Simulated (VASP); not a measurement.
Wanted: the native input for a VASP 6.6.1 run.

```yaml
Task: single point
Functional: LDA
Potentials_or_basis: VASP PAW LDA potentials, release 64 (Si, C)
Cutoff: 520 eV
k_mesh: 6 × 6 × 2
Occupations: gaussian, width 0.1 eV
Spin: no spin polarisation
Dipole_correction: no
Further_INCAR_settings: ALGO = Normal; EDIFF = 1e-07; NBANDS = 36
```

The structure of SiC lies in POSCAR:

```
SiC
1.0
    3.0766210100      0.0000000000      0.0000000000
   -1.5383105100      2.6644319500      0.0000000000
    0.0000000000      0.0000000000     15.0980843200
Si C
6 6
Direct
    0.3333333300      0.6666666700      0.8329861500
    0.6666666700      0.3333333300      0.3329861500
    0.6666666700      0.3333333300      0.6665006000
    0.3333333300      0.6666666700      0.1665006000
    0.0000000000      0.0000000000      0.4997294200
    0.0000000000      0.0000000000      0.9997294200
    0.0000000000      0.0000000000      0.8743664100
    0.0000000000      0.0000000000      0.3743664100
    0.3333333300      0.6666666700      0.7079967800
    0.6666666700      0.3333333300      0.2079967800
    0.6666666700      0.3333333300      0.5415216400
    0.3333333300      0.6666666700      0.0415216400
```

One way to write it, as run:

INCAR

```
ALGO     = Normal         # electronic algorithm
EDIFF    = 1E-7           # SCF threshold, eV
ENCUT    = 520            # plane-wave cutoff, eV
GGA      = CA             # functional
ISIF     = 2              # what is computed and relaxed
ISMEAR   = 0              # smearing method
LASPH    = True           # aspherical terms in the spheres
LCHARG   = False          # write CHGCAR
LREAL    = False          # projectors in reciprocal space
LWAVE    = False          # write WAVECAR
NBANDS   = 36             # bands
NELM     = 100            # most SCF steps
PREC     = Accurate       # precision mode
SIGMA    = 0.1            # smearing width, eV
```

KPOINTS

```
k-points
0
Gamma
  6 6 2
```

Potentials or basis: VASP PAW LDA potentials, release 64 (Si, C).

Command:

```console
$ cat potpaw_LDA.64/Si/POTCAR potpaw_LDA.64/C/POTCAR > POTCAR
$ mpirun -np 1 vasp_std > vasp.out
```

Results of the run:

```yaml
Pressure: -3.4 GPa
Largest_force: 0.008 eV/Å
Band_gap_on_the_k_mesh: 1.97 eV, indirect (least direct gap 3.07 eV)
```

It took 45 s on 1 thread of Intel(R) Xeon(R) Platinum 8559C (Emerald Rapids) (shared host), peak memory 0.2 GiB.
